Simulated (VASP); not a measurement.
# Ag (I4/mmm) in VASP: further runs, part 2 of 2

VASP 6.6.1. The steps go on from the part before.

**3. Single point, r2SCAN (strain +0.000 along x and y, -0.025 along z)**

POSCAR

```
Ag
1.0
   -1.6342676484      1.6342676484      1.5934109572
    1.6342676484     -1.6342676484      1.5934109572
    1.6342676484      1.6342676484     -1.5934109572
Ag
1
Direct
    0.0000000000      0.0000000000      0.0000000000
```

INCAR.step1

```
SYSTEM = Ag
PREC = Accurate
ENCUT = 520
ISMEAR = 0
SIGMA = 0.15
LREAL = .FALSE.
LASPH = .TRUE.
NELM = 100
NBANDS = 12
GGA = PE
ALGO = Normal
EDIFF = 1E-4
LWAVE = .TRUE.
LCHARG = .FALSE.
```

INCAR.step2

```
SYSTEM = Ag
PREC = Accurate
ENCUT = 520
EDIFF = 1E-6
ISMEAR = 0
SIGMA = 0.15
LREAL = .FALSE.
LASPH = .TRUE.
NELM = 100
ALGO = Normal
ISIF = 2
LWAVE = .FALSE.
LCHARG = .FALSE.
METAGGA = R2SCAN
LMIXTAU = .TRUE.
NBANDS = 12
ISTART = 1
```

KPOINTS

```
Automatic mesh
0
G
  26 26 26
  0 0 0
```

Potentials or basis: VASP PAW PBE potentials, release 64 (Ag).

On the command line:

```bash
$ cat potpaw_PBE.64/Ag/POTCAR > POTCAR
$ cp INCAR.step1 INCAR
$ mpirun -np 1 vasp_std > vasp.out
$ cp INCAR.step2 INCAR
$ mpirun -np 1 vasp_std > vasp.out
```

OUTCAR:

```text
SYSTEM = Ag
   PREC = Accurate
   ENCUT = 520
   EDIFF = 1E-6
   ISMEAR = 0
   LREAL = .FALSE.
   LASPH = .TRUE.
   NELM = 100
   ISIF = 2
   METAGGA = R2SCAN
   ISTART = 1

 ion  position               nearest neighbor table
   1  0.000  0.000  0.000-

  LATTYP: Found a body centered tetragonal cell.
 ALAT       =     3.2685352968
 C/A-ratio  =     0.9750000000

  Lattice vectors:

 A1 = (  -1.6342676484,   1.6342676484,   1.5934109572)
 A2 = (   1.6342676484,  -1.6342676484,   1.5934109572)
 A3 = (   1.6342676484,   1.6342676484,  -1.5934109572)
[... 532 lines left out ...]
      5       5.2616      2.00000
      6       7.0481      2.00000
      7      14.9766      0.00000
      8      22.5401      0.00000
      9      23.8257      0.00000
     10      28.9850      0.00000
     11      30.3333      0.00000
     12      34.2226      0.00000

 [... further k-points ...]
[... 5 lines left out ...]
  --------------------------------------------------------------------------------------
  -------------------------------------------------------------------------------------
  Total        0.3008368      0.3008368      0.2525160      0.0000000     -0.0000000      0.0000000
  in kB       28.3144037     28.3144037     23.7665080      0.0000000     -0.0000000      0.0000000
  external PRESSURE =      26.7984385 kB  Pullay stress =       0.0000000 kB

 VOLUME and BASIS-vectors are now :
 -----------------------------------------------------------------------------
  energy-cutoff  :      520.00
  volume of cell :       17.02
      direct lattice vectors                 reciprocal lattice vectors
    -1.634267648  1.634267648  1.593410957     0.000000000  0.305947438  0.313792244
     1.634267648 -1.634267648  1.593410957     0.305947438  0.000000000  0.313792244
     1.634267648  1.634267648 -1.593410957     0.305947438  0.305947438  0.000000000

 POSITION                                       TOTAL-FORCE (eV/Angst)
 -----------------------------------------------------------------------------------
      0.00000      0.00000      0.00000         0.000000      0.000000     -0.000000
 -----------------------------------------------------------------------------------
    total drift:                               -0.000000     -0.000000      0.000000

  FREE ENERGIE OF THE ION-ELECTRON SYSTEM (eV)
  ---------------------------------------------------
  free  energy   TOTEN  =       -21.3222381096 eV

  energy  without entropy=      -21.3184329939  energy(sigma->0) =      -21.32033555
```

OUTCAR.step1:

```text
SYSTEM = Ag
   PREC = Accurate
   ENCUT = 520
   ISMEAR = 0
   LREAL = .FALSE.
   LASPH = .TRUE.
   NELM = 100
[... 578 lines left out ...]
 -----------------------------------------------------------------------------------
      0.00000      0.00000      0.00000         0.000000     -0.000000      0.000000
 -----------------------------------------------------------------------------------
    total drift:                               -0.000000      0.000000      0.000000

  FREE ENERGIE OF THE ION-ELECTRON SYSTEM (eV)
  ---------------------------------------------------
  free  energy   TOTEN  =        -2.6717779835 eV

  energy  without entropy=       -2.6676083633  energy(sigma->0) =       -2.66969317
```

OSZICAR.step1:

```text
N       E                     dE             d eps       ncg     rms          rms(c)
DAV:   1     0.524271900603E+02    0.52427E+02   -0.54988E+03 32304   0.829E+02
DAV:   2    -0.209974375478E+01   -0.54527E+02   -0.51663E+02 37236   0.195E+02
DAV:   3    -0.292473656768E+01   -0.82499E+00   -0.82438E+00 37008   0.253E+01
DAV:   4    -0.292724961226E+01   -0.25130E-02   -0.25129E-02 36192   0.146E+00
DAV:   5    -0.292726914563E+01   -0.19533E-04   -0.19534E-04 35744   0.115E-01    0.524E+00
DAV:   6    -0.268303287177E+01    0.24424E+00   -0.95853E-01 35568   0.875E+00    0.342E+00
DAV:   7    -0.267480273983E+01    0.82301E-02   -0.90250E-03 35800   0.896E-01    0.193E+00
DAV:   8    -0.267177040978E+01    0.30323E-02   -0.71375E-04 35992   0.200E-01    0.847E-02
DAV:   9    -0.267177798345E+01   -0.75737E-05   -0.73306E-06 18616   0.224E-02
   1 F= -.26717780E+01 E0= -.26696932E+01  d E =-.416962E-02
```

It took 24 min on 1 thread of Oxide Virtual Turin-like, shared host; peak memory 0.33 GiB.

Results:

- Free energy: -21.3222 eV
- Pressure: 2.7 GPa
- Band gap on the k mesh: zero (an odd number of electrons rules out a gap without spin polarisation)

Levels at points of the mesh, in eV from the Fermi level:
```csv
k point,band 4,band 5,band 6,band 7,band 8,band 9
"(0.00, 0.00, 0.00)",-5.25,-4.01,-3.87,18.54,18.54,19.03
"(0.50, 0.00, 0.00)",-3.77,-2.88,0.03,4.37,13.76,14.92
"(0.50, 0.50, 0.00)",-3.85,-2.91,-0.13,4.10,14.17,15.53
"(0.50, 0.50, 0.50)",-3.15,-3.11,6.98,6.98,7.75,13.18
```

Caveat: the cell differs from its parent crystal (strain +0.000 along x and y, -0.025 along z); the PAW data sets were made with another functional, which shifts forces and pressure a little.

**4. Single point, r2SCAN (strain +0.050 along x and y, +0.025 along z)**

POSCAR

```
Ag
1.0
   -1.7159810308      1.7159810308      1.6751243396
    1.7159810308     -1.7159810308      1.6751243396
    1.7159810308      1.7159810308     -1.6751243396
Ag
1
Direct
    0.0000000000      0.0000000000      0.0000000000
```

INCAR.step1

```
SYSTEM = Ag
ALGO = Normal ; EDIFF = 1E-4
ENCUT = 520 ; GGA = PE
ISMEAR = 0 ; LASPH = .TRUE.
LCHARG = .FALSE. ; LREAL = .FALSE.
LWAVE = .TRUE. ; NBANDS = 12
NELM = 100 ; PREC = Accurate
SIGMA = 0.15
```

INCAR.step2

```
SYSTEM = Ag
ALGO = Normal ; EDIFF = 1E-6
ENCUT = 520 ; ISIF = 2
ISMEAR = 0 ; ISTART = 1
LASPH = .TRUE. ; LCHARG = .FALSE.
LMIXTAU = .TRUE. ; LREAL = .FALSE.
LWAVE = .FALSE. ; METAGGA = R2SCAN
NBANDS = 12 ; NELM = 100
PREC = Accurate ; SIGMA = 0.15
```

KPOINTS

```
k-points
0
G
  26 26 26
  0 0 0
```

On the command line:

```bash
$ cat potpaw_PBE.64/Ag/POTCAR > POTCAR
$ cp INCAR.step1 INCAR
$ mpirun -np 1 vasp_std > vasp.out
$ cp INCAR.step2 INCAR
$ mpirun -np 1 vasp_std > vasp.out
```

Run time: 30 min. Hardware: 1 thread of Oxide Virtual Turin-like, shared host; peak memory 0.37 GiB.

It converged, with:

| Property | Result |
| --- | --- |
| Free energy | -21.2555 eV |
| Pressure | -8.7 GPa |
| Band gap on the k mesh | zero (an odd number of electrons rules out a gap without spin polarisation) |

Stress tensor (GPa, compression positive):
```
-8.66  0.00  0.00
 0.00 -8.66  0.00
 0.00  0.00 -8.92
```

Levels at points of the mesh, in eV from the Fermi level:
| k point | band 4 | band 5 | band 6 | band 7 | band 8 | band 9 |
| --- | --- | --- | --- | --- | --- | --- |
| (0.00, 0.00, 0.00) | -4.78 | -3.80 | -3.70 | 17.89 | 17.89 | 18.30 |
| (0.50, 0.00, 0.00) | -3.63 | -2.95 | 0.35 | 3.50 | 13.09 | 13.52 |
| (0.50, 0.50, 0.00) | -3.69 | -2.96 | 0.22 | 3.27 | 13.50 | 14.04 |
| (0.50, 0.50, 0.50) | -3.15 | -3.12 | 6.52 | 6.52 | 7.19 | 11.13 |

Caveat: the cell differs from its parent crystal (strain +0.050 along x and y, +0.025 along z); the cell stands under tension; the PAW data sets were made with another functional, which shifts forces and pressure a little.

**5. The runs side by side**

| cell | gap on the mesh (eV) | pressure (GPa) |
| --- | --- | --- |
| a = 2.808 Å, angles 110.8, 110.8, 106.7°, 1 atom | none | 2.7 |
| a = 2.807 Å, angles 108.8, 108.8, 110.8°, 1 atom | none | 2.7 |
| a = 2.949 Å, angles 108.8, 108.8, 110.8°, 1 atom | none | -8.7 |

Alike in all rows: task single point; level r2SCAN; potentials or basis VASP PAW PBE potentials, release 64 (Ag); no spin polarisation; k mesh 26 × 26 × 26; cutoff (eV) 520; smearing gaussian 0.15 eV.

Caveats: the PAW data sets were made with another functional, which shifts forces and pressure a little; the cell stands under tension (at least some runs).

Absolute energies hang on the potentials; compare differences alone.
